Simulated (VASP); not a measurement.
# Ga (Pm-3m) in VASP: further runs

The runs below take Ga through single point, with PBE.

Program: VASP 6.6.1. These are calculated values, not measurements. Logs are shortened: lines on timing, memory, paths and dates and some standing lists are left out, and cuts for length are marked.

## 1. The cell of the first run

Symmetry: Pm-3m, No. 221, cubic system. The conventional cell has a = 2.175 Å, b = 2.175 Å, c = 2.175 Å, α = 90.00°, β = 90.00°, γ = 90.00°. Ga (site symmetry m-3m) has 6 Ga at 2.17 Å within 2.9 Å.

This isn't the form of Ga at room conditions, which is orthorhombic.

## 2. Single point, PBE

File INCAR:

```
PREC     = Accurate       # precision mode
ENCUT    = 520            # plane-wave cutoff, eV
EDIFF    = 1E-7           # SCF threshold, eV
ISMEAR   = -1             # smearing method
SIGMA    = 0.1            # smearing width, eV
LREAL    = F              # projectors in reciprocal space
LASPH    = T              # aspherical terms in the spheres
NELM     = 80             # most SCF steps
ALGO     = Normal         # electronic algorithm
ISIF     = 2              # what is computed and relaxed
LWAVE    = F              # write WAVECAR
LCHARG   = F              # write CHGCAR
GGA      = PE             # functional
NBANDS   = 12             # bands
```

File KPOINTS:

```
regular mesh
0
Gamma
  17 17 17
```

File POSCAR:

```
Ga
1.0
    2.1747230220      0.0000000000      0.0000000000
    0.0000000000      2.1747230220      0.0000000000
    0.0000000000      0.0000000000      2.1747230220
Ga
1
Direct
    0.0000000000      0.0000000000      0.0000000000
```

Potentials or basis: VASP PAW PBE potentials, release 64 (Ga_d).

Started as:

```
$ cat potpaw_PBE.64/Ga_d/POTCAR > POTCAR
$ mpirun -np 1 vasp_std > vasp.out
```

OUTCAR:

```text
PREC = Accurate
   ENCUT = 520
   EDIFF = 1E-7
   ISMEAR = -1
   LREAL = F
   LASPH = T
   NELM = 80
   ISIF = 2
   GGA = PE

 ion  position               nearest neighbor table
   1  0.000  0.000  0.000-

  LATTYP: Found a simple cubic cell.
 ALAT       =     2.1747230220

  Lattice vectors:

 A1 = (   2.1747230220,   0.0000000000,   0.0000000000)
 A2 = (   0.0000000000,   2.1747230220,   0.0000000000)
 A3 = (   0.0000000000,   0.0000000000,   2.1747230220)

Analysis of symmetry for initial positions (statically):
=====================================================================
 Subroutine PRICEL returns:
 Original cell was already a primitive cell.

 Routine SETGRP: Setting up the symmetry group for a
 simple cubic supercell.

 Subroutine GETGRP returns: Found 48 space group operations
 (whereof 48 operations were pure point group operations)
 out of a pool of 48 trial point group operations.

The static configuration has the point symmetry O_h .

Analysis of symmetry for dynamics (positions and initial velocities):
=====================================================================
 Subroutine PRICEL returns:
 Original cell was already a primitive cell.

 Routine SETGRP: Setting up the symmetry group for a
 simple cubic supercell.

 Subroutine GETGRP returns: Found 48 space group operations
 (whereof 48 operations were pure point group operations)
 out of a pool of 48 trial point group operations.

The dynamic configuration has the point symmetry O_h .

 Subroutine INISYM returns: Found 48 space group operations
 (whereof 48 operations are pure point group operations),
 and found     1 'primitive' translations

----------------------------------------------------------------------------------------

                                     Primitive cell

  volume of cell :      10.2852

  direct lattice vectors                    reciprocal lattice vectors
     2.174723022  0.000000000  0.000000000     0.459828672  0.000000000  0.000000000
     0.000000000  2.174723022  0.000000000     0.000000000  0.459828672  0.000000000
     0.000000000  0.000000000  2.174723022     0.000000000  0.000000000  0.459828672

  length of vectors
     2.174723022  2.174723022  2.174723022     0.459828672  0.459828672  0.459828672

  position of ions in fractional coordinates (direct lattice)
     0.000000000  0.000000000  0.000000000

  ion indices of the primitive-cell ions
   primitive index   ion index
                 1           1

----------------------------------------------------------------------------------------

 KPOINTS: regular mesh

Automatic generation of k-mesh.
 Grid dimensions read from file:
 generate k-points for:   17   17   17

 Generating k-lattice:

  Cartesian coordinates                     Fractional coordinates (reciprocal lattice)
     0.027048745  0.000000000  0.000000000     0.058823529  0.000000000  0.000000000
     0.000000000  0.027048745  0.000000000     0.000000000  0.058823529  0.000000000
     0.000000000  0.000000000  0.027048745     0.000000000  0.000000000  0.058823529

  Length of vectors
     0.027048745  0.027048745  0.027048745

  Shift w.r.t. Gamma in fractional coordinates (k-lattice)
     0.000000000  0.000000000  0.000000000

 Subroutine IBZKPT returns following result:
 ===========================================

 Found    165 irreducible k-points:

 Following reciprocal coordinates:
            Coordinates               Weight
  0.000000  0.000000  0.000000      1.000000
  0.058824  0.000000  0.000000      6.000000
  0.117647  0.000000  0.000000      6.000000
  0.176471  0.000000  0.000000      6.000000
  0.235294  0.000000  0.000000      6.000000
  0.294118  0.000000  0.000000      6.000000
[... 16 lines left out ...]
  0.411765  0.117647  0.000000     24.000000
  0.470588  0.117647  0.000000     24.000000
 [... further k-points ...]
   k-points           NKPTS =    165   k-points in BZ     NKDIM =    165   number of bands    NBANDS=     12
   number of dos      NEDOS =    301   number of ions     NIONS =      1
   total plane-waves  NPLWV =   4096
   dimension x,y,z NGX =    16 NGY =   16 NGZ =   16
   dimension x,y,z NGXF=    32 NGYF=   32 NGZF=   32
   ions per type =               1
   NGX,Y,Z   is equivalent  to a cutoff of  12.23, 12.23, 12.23 a.u.
   NGXF,Y,Z  is equivalent  to a cutoff of  24.46, 24.46, 24.46 a.u.
 SYSTEM =  unknown system
   PREC   = accura    normal or accurate (medium, high low for compatibility)
   ISTART =      0    job   : 0-new  1-cont  2-samecut
   ICHARG =      2    charge: 1-file 2-atom 10-const
   ISPIN  =      1    spin polarized calculation?
   LNONCOLLINEAR =      F non collinear calculations
   LSORBIT =      F    spin-orbit coupling
   LASPH  =      T    aspherical Exc in radial PAW
   ENCUT  =  520.0 eV  38.22 Ry    6.18 a.u.   4.04  4.04  4.04*2*pi/ulx,y,z
   NELM   =     80;   NELMIN=  2; NELMDL= -5     # of ELM steps
   EDIFF  = 0.1E-06   stopping-criterion for ELM
   LREAL  =      F    real-space projection
   EDIFFG = 0.1E-05   stopping-criterion for IOM
   NSW    =      0    number of steps for IOM
   IBRION =     -1    ionic relax: 0-MD 1-quasi-New 2-CG
   NFREE  =      0    steps in history (QN), initial steepest desc. (CG)
   ISIF   =      2    stress and relaxation
   ISYM   =      2    0-nonsym 1-usesym 2-fastsym
   POTIM  = 0.5000    time-step for ionic-motion
   TEBEG  =    0.0;   TEEND  =   0.0 temperature during run
   PSTRESS=    0.0 pullay stress
   NELECT =      13.0000    total number of electrons
   NUPDOWN=      -1.0000    fix difference up-down
   EMIN   =  10.00;   EMAX   =-10.00  energy-range for DOS
   EFERMI =   0.00;   METHOD = LEGACY
   ISMEAR =    -1;   SIGMA  =   0.10  broadening in eV -4-tet -1-fermi 0-gaus
   EFERMI_NEDOS =   21; number of points for ismear=-14 and -15
   IALGO  =     38    algorithm
   IMIX   =      4    mixing-type and parameters
     AMIX     =   0.40;   BMIX     =  1.00
     AMIX_MAG =   1.60;   BMIX_MAG =  1.00
  volume/ion in A,a.u.               =      10.29        69.41
  Fermi-wavevector in a.u.,A,eV,Ry     =   1.770049  3.344908 42.628060  3.133074
  Thomas-Fermi vector in A             =   2.836917
   LORBIT       =      0    0 simple, 1 ext, 2 COOP (PROOUT), +10 PAW based schemes
   GGA     = PE    functional components
   LHFCALC =     F    Hartree Fock is set to
   AEXX    =    0.0000 exact exchange contribution
   IVDW    =     0    specifies the selected vdW correction
   LEPSILON=     F    determine dielectric tensor
   LRPA    =     F    only Hartree local field effects (RPA)
 non-spin polarized calculation
  energy-cutoff  :      520.00
  volume of cell :       10.29
 maximum number of plane-waves:       290
   NGX =  9   NGY =  9   NGZ =  9

 number of electron      13.0000027 magnetization

 Free energy of the ion-electron system (eV)
  ---------------------------------------------------
  ext. energy  EPLUGINS =         0.00000000
  ---------------------------------------------------
  free energy    TOTEN  =        -0.23820635 eV

  energy without entropy =       -0.22954459  energy(sigma->0) =       -0.23387547

 E-fermi :  12.7167     XC(G=0): -14.3640

 val. band max:       12.6889718034   @ k =   0.3529   0.2353   0.1176
 cond. band min:      12.7531744687   @ k =   0.4118   0.4118   0.1765
 fundamental gap:      0.0642026653
 Fermi energy:        12.7167291607

 k-point     1 :       0.0000    0.0000    0.0000
  band No.  band energies     occupation
      1      -4.7554      2.00000
      2      -4.7554      2.00000
      3      -4.0029      2.00000
      4      -2.5962      2.00000
      5      -2.5962      2.00000
      6      -2.5962      2.00000
      7      27.0051      0.00000
      8      27.0051      0.00000
      9      27.0051      0.00000
     10      30.3638      0.00000
     11      30.3638      0.00000
     12      36.6631      0.00000

 k-point     2 :       0.0588    0.0000    0.0000
  band No.  band energies     occupation
      1      -4.7480      2.00000
      2      -4.7169      2.00000
      3      -3.8864      2.00000
      4      -2.6183      2.00000
      5      -2.6183      2.00000
      6      -2.5944      2.00000
      7      25.0376      0.00000
      8      27.1445      0.00000
      9      27.1445      0.00000
     10      30.4337      0.00000
     11      31.9732      0.00000
     12      37.2550      0.00000

 k-point     3 :       0.1176    0.0000    0.0000
  band No.  band energies     occupation
      1      -4.7267      2.00000
      2      -4.6207      2.00000
      3      -3.5217      2.00000
      4      -2.6811      2.00000
      5      -2.6811      2.00000
      6      -2.5891      2.00000
      7      22.0133      0.00000
      8      27.5589      0.00000
      9      27.5589      0.00000
     10      30.6439      0.00000
     11      33.5903      0.00000
     12      39.3556      0.00000

 k-point     4 :       0.1765    0.0000    0.0000
  band No.  band energies     occupation
      1      -4.6943      2.00000
      2      -4.4957      2.00000
      3      -2.8922      2.00000
      4      -2.7753      2.00000
      5      -2.7753      2.00000
      6      -2.5811      2.00000
      7      18.9768      0.00000
      8      28.2377      0.00000
      9      28.2377      0.00000
     10      30.9966      0.00000
     11      34.3849      0.00000
     12      42.7209      0.00000

 k-point     5 :       0.2353    0.0000    0.0000
  band No.  band energies     occupation
      1      -4.6552      2.00000
      2      -4.3583      2.00000
      3      -2.8872      2.00000
      4      -2.8872      2.00000
      5      -2.5715      2.00000
      6      -2.0009      2.00000
      7      16.0597      0.00000
      8      29.1635      0.00000
      9      29.1635      0.00000
     10      31.4940      0.00000
     11      34.8765      0.00000
     12      44.9978      0.00000
[... 228 lines left out ...]
      1      -4.5145      2.00000
      2      -4.0505      2.00000
      3      -3.2244      2.00000
      4      -2.9900      2.00000
      5      -2.6410      2.00000
      6      -0.3623      2.00000
      7      13.7015      0.00011
      8      25.0288      0.00000
      9      30.8656      0.00000
     10      33.9061      0.00000
     11      36.9665      0.00000
     12      41.0612      0.00000

 k-point    22 :       0.3529    0.1176    0.0000
  band No.  band energies     occupation
      1      -4.4748      2.00000
      2      -3.9201      2.00000
      3      -3.3230      2.00000
      4      -3.0898      2.00000
      5      -2.6310      2.00000
      6       0.9968      2.00000
      7      11.1237      2.00000
      8      26.2207      0.00000
      9      32.2017      0.00000
     10      34.5269      0.00000
     11      34.9781      0.00000
     12      41.2471      0.00000

 k-point    23 :       0.4118    0.1176    0.0000
  band No.  band energies     occupation
      1      -4.4449      2.00000
      2      -3.8218      2.00000
      3      -3.4009      2.00000
      4      -3.1641      2.00000
      5      -2.6234      2.00000
      6       2.5820      2.00000
      7       8.7308      2.00000
      8      27.6038      0.00000
      9      32.8702      0.00000
     10      33.6385      0.00000
     11      35.2634      0.00000
     12      41.0004      0.00000

 k-point    24 :       0.4706    0.1176    0.0000
  band No.  band energies     occupation
      1      -4.4289      2.00000
      2      -3.7677      2.00000
      3      -3.4446      2.00000
      4      -3.2037      2.00000
      5      -2.6193      2.00000
      6       4.3287      2.00000
      7       6.5818      2.00000
      8      29.1509      0.00000
      9      30.9853      0.00000
     10      34.8625      0.00000
     11      35.7312      0.00000
     12      39.4060      0.00000

 [... further k-points ...]
[... 5 lines left out ...]
  --------------------------------------------------------------------------------------
  -------------------------------------------------------------------------------------
  Total       10.3510458     10.3510458     10.3510458     -0.0000000     -0.0000000      0.0000000
  in kB     1612.4377540   1612.4377540   1612.4377540     -0.0000000     -0.0000000      0.0000000
  external PRESSURE =    1612.4377540 kB  Pullay stress =       0.0000000 kB

 VOLUME and BASIS-vectors are now :
 -----------------------------------------------------------------------------
  energy-cutoff  :      520.00
  volume of cell :       10.29
      direct lattice vectors                 reciprocal lattice vectors
     2.174723022  0.000000000  0.000000000     0.459828672  0.000000000  0.000000000
     0.000000000  2.174723022  0.000000000     0.000000000  0.459828672  0.000000000
     0.000000000  0.000000000  2.174723022     0.000000000  0.000000000  0.459828672

 POSITION                                       TOTAL-FORCE (eV/Angst)
 -----------------------------------------------------------------------------------
      0.00000      0.00000      0.00000         0.000000      0.000000      0.000000
 -----------------------------------------------------------------------------------
    total drift:                               -0.000000     -0.000000      0.000000

  FREE ENERGIE OF THE ION-ELECTRON SYSTEM (eV)
  ---------------------------------------------------
  free  energy   TOTEN  =        -0.2382063530 eV

  energy  without entropy=       -0.2295445916  energy(sigma->0) =       -0.23387547
```

It took 9 s on 1 thread of Intel Xeon 8259CL, shared host; peak memory 0.13 GiB.

Results:

| Property | Result |
| --- | --- |
| Free energy | -0.2382 eV |
| Pressure | 161.2 GPa |
| Band gap on the k mesh | zero (an odd number of electrons rules out a gap without spin polarisation) |

Caveat: the cell stands under pressure.

## 3. Single point, PBE

File INCAR:

```
SYSTEM = Ga
ALGO = Normal ; EDIFF = 1E-7
ENCUT = 520 ; GGA = PE
ISIF = 2 ; ISMEAR = -1
LASPH = .True. ; LCHARG = .False.
LREAL = .False. ; LWAVE = .False.
NBANDS = 12 ; NELM = 80
PREC = Accurate ; SIGMA = 0.1
```

File KPOINTS:

```
k-points
0
Gamma
  17 17 17
  0 0 0
```

File POSCAR:

```
Ga
1.0
    2.1749287287      0.0000000000      0.0000000000
    0.0000000000      2.1749287287      0.0000000000
    0.0000000000      0.0000000000      2.1749287287
Ga
1
Direct
    0.0000000000      0.0000000000      0.0000000000
```

Potentials or basis: VASP PAW PBE potentials, release 64 (Ga_d).

Started as:

```
$ cat potpaw_PBE.64/Ga_d/POTCAR > POTCAR
$ mpirun -np 1 vasp_std > vasp.out
```

Wall time 8.6 s (1 thread of Intel Xeon 8259CL, shared host); peak memory 0.13 GiB.

The run converged. Its results:

```yaml
Free_energy: -0.2411 eV
Pressure: 161.1 GPa
Band_gap_on_the_k_mesh: zero (an odd number of electrons rules out a gap without spin polarisation)
```

Levels at points of the mesh, in eV from the Fermi level:
```
           k point  band 4  band 5  band 6  band 7  band 8  band 9
(0.00, 0.00, 0.00)  -15.31  -15.31  -15.31   14.29   14.29   14.29
```

Caveat: the cell stands under pressure.
